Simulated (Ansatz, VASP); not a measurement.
**CdS: VASP beside Ansatz**

```
CELL_PARAMETERS angstrom
4.06528 0.00000 0.00000
-2.03264 3.52064 0.00000
0.00000 0.00000 6.59947
ATOMIC_POSITIONS crystal
Cd 0.66667 0.33333 0.50000
Cd 0.33333 0.66667 0.00000
S 0.66667 0.33333 0.87500
S 0.33333 0.66667 0.37500
```

Change from the starting cell: volume scaled by 0.94.

Alike in both runs: task single point; functional PBEsol; k mesh 7 × 7 × 4; occupations fermi-dirac, width 0.05 eV; no spin polarisation.

|  | VASP | Ansatz |
| --- | --- | --- |
| version | VASP 6.6.1 | Ansatz 0.2.0 |
| potentials or method | VASP PAW PBE potentials, release 64 (Cd, S), cutoff 520 eV | all-electron LAPW, scalar-relativistic |

Ansatz gave:

| Item | Value |
| --- | --- |
| gap on the k mesh at the Fermi level (eV) | 1.19 |
| least direct gap on the mesh (eV) | 1.19 |
| pressure (GPa) | 3.1 |
| traceless stress, the component that is largest in VASP (GPa) | 0.53 |
| rms of the force components (eV/Å) | 0.045 |

**Question.** Estimate VASP's values.

**Answer.** gap on the k mesh at the Fermi level (eV): 1.20; least direct gap on the mesh (eV): 1.20; pressure (GPa): 3.6; traceless stress, the component that is largest in VASP (GPa): 0.55; rms of the force components (eV/Å): 0.046.

VASP's potentials were made for PBE, not for PBEsol. Atom by atom the forces differ by 0.001 eV/Å (rms over components). Ansatz ran all-electron here, and VASP with PAW potentials.
